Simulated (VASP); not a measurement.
Write the native input for VASP 6.6.1 that does the following.

| Item | Value |
| --- | --- |
| Task | single point |
| Functional | PBE |
| Potentials or basis | VASP PAW PBE potentials, release 64 (C) |
| Cutoff | 520 eV |
| k mesh | 12 × 12 × 10 |
| Occupations | gaussian, width 0.1 eV |
| Spin | no spin polarisation |
| Dipole correction | no |
| Further INCAR settings | ALGO = Normal; EDIFF = 1e-06; NBANDS = 28 |

The structure of C lies in POSCAR:

```
C
1.0
    4.2899234060      0.0000000000      0.0000000000
   -2.1449617030      3.7151826499      0.0000000000
    0.0000000000      0.0000000000      3.6266998704
C
9
Direct
    0.7223564190      0.2547732887      0.5523245429
    0.7452267113      0.4675831302      0.2189912096
    0.5324168698      0.2776435810      0.8856578762
    0.2547732887      0.7223564190      0.4476754571
    0.4675831302      0.7452267113      0.7810087904
    0.2776435810      0.5324168698      0.1143421238
    0.8558998710      0.0000000000      0.6666666667
    0.0000000000      0.8558998710      0.3333333333
    0.1441001290      0.1441001290      0.0000000000
```

These files were run (other wordings do the same):

INCAR

```
SYSTEM = C
PREC = Accurate ; ENCUT = 520
EDIFF = 1E-6 ; ISMEAR = 0
SIGMA = 0.1 ; LREAL = .False.
LASPH = .True. ; NELM = 80
ALGO = Normal ; ISIF = 2
LWAVE = .False. ; LCHARG = .False.
GGA = PE ; NBANDS = 28
```

KPOINTS

```
Automatic mesh
0
Gamma
  12 12 10
  0 0 0
```

Potentials or basis: VASP PAW PBE potentials, release 64 (C).

The run is started by

```bash
$ cat potpaw_PBE.64/C/POTCAR > POTCAR
$ mpirun -np 1 vasp_std > vasp.out
```

Results of the run:

```
Pressure               : 0.5 GPa
Largest force          : 0.044 eV/Å
Band gap on the k mesh : zero (band 18 reaches 9.25 eV, above the bottom of band 19 at 8.58 eV)
```

It took 79 s on 1 thread of Intel(R) Xeon(R) 6975P-C (Granite Rapids), on a shared host, peak memory 0.28 GiB.
